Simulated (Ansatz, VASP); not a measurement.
BeCdRe: VASP beside Ansatz

```
Be Cd Re
1.0
     3.69152    0.00000    0.00000
     0.00000    3.69152    0.00000
     0.00000    0.00000    6.75863
Be Cd Re
2 2 2
Direct
  0.50000 0.00000 0.24105
  0.00000 0.50000 0.75895
  0.50000 0.00000 0.63130
  0.00000 0.50000 0.36870
  0.00000 0.00000 0.00000
  0.50000 0.50000 0.00000
```

Alike in both runs: functional PBE; k mesh 6 × 6 × 4; occupations gaussian, width 0.1 eV; no spin polarisation.

Ansatz relaxed the structure, and its values are those at the end. VASP's run is a single point on that final structure, the one shown.

|  | VASP | Ansatz |
| --- | --- | --- |
| version | VASP 6.6.1 | Ansatz 0.2.0 |
| potentials or method | VASP PAW PBE potentials, release 64 (Be, Cd_sv_GW, Re_sv_GW), cutoff 600 eV | scalar-relativistic, plane waves, PAW |
| valence electrons in the cell | 74 | 74 |

VASP gave:

- gap on the k mesh at the Fermi level (eV): none
- pressure (GPa): -0.5
- rms of the force components (eV/Å): 0.007

Task: Which values does Ansatz return?

Result: gap on the k mesh at the Fermi level (eV): none; pressure (GPa): 0.2; rms of the force components (eV/Å): 0.005.

A gap of «none» marks a metal or a gap that the smearing closes.

Spin-orbit coupling is off throughout.
